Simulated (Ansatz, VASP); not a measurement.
## Zr5TiN6: VASP beside Ansatz

```
CELL_PARAMETERS angstrom
3.15507 0.00000 0.00000
-1.57754 2.73238 0.00000
0.00000 0.00000 16.31788
ATOMIC_POSITIONS crystal
Zr 0.33333 0.66667 0.66103
Zr 0.33333 0.66667 0.00000
Zr 0.33333 0.66667 0.33897
Zr 0.66667 0.33333 0.83054
Zr 0.66667 0.33333 0.16946
Ti 0.66667 0.33333 0.50000
N 0.00000 0.00000 0.57721
N 0.00000 0.00000 0.91544
N 0.00000 0.00000 0.25388
N 0.00000 0.00000 0.74612
N 0.00000 0.00000 0.08456
N 0.00000 0.00000 0.42279
```

Alike in both runs: task single point; functional PBE; k mesh 6 × 6 × 2; occupations gaussian, width 0.2 eV; no spin polarisation.

```csv
,VASP,Ansatz
version,VASP 6.6.1,Ansatz 0.2.0
potentials or method,"VASP PAW PBE potentials, release 64 (Zr_sv, Ti_sv, N), cutoff 520 eV","scalar-relativistic, plane waves, PAW"
valence electrons in the cell,102,102
```

```csv
,VASP,Ansatz,Ansatz less VASP
gap on the k mesh at the Fermi level (eV),none,none,-
pressure (GPa),0.3,0.1,-0.27
"traceless stress, the component that is largest in VASP (GPa)",0.40,0.39,-0.008
rms of the force components (eV/Å),0.006,0.006,+0.0001
```

Atom by atom the forces differ by 0.003 eV/Å (rms over components). A gap of «none» marks a metal or a gap that the smearing closes.

The k mesh is coarse, so the values compare programs but aren't converged.
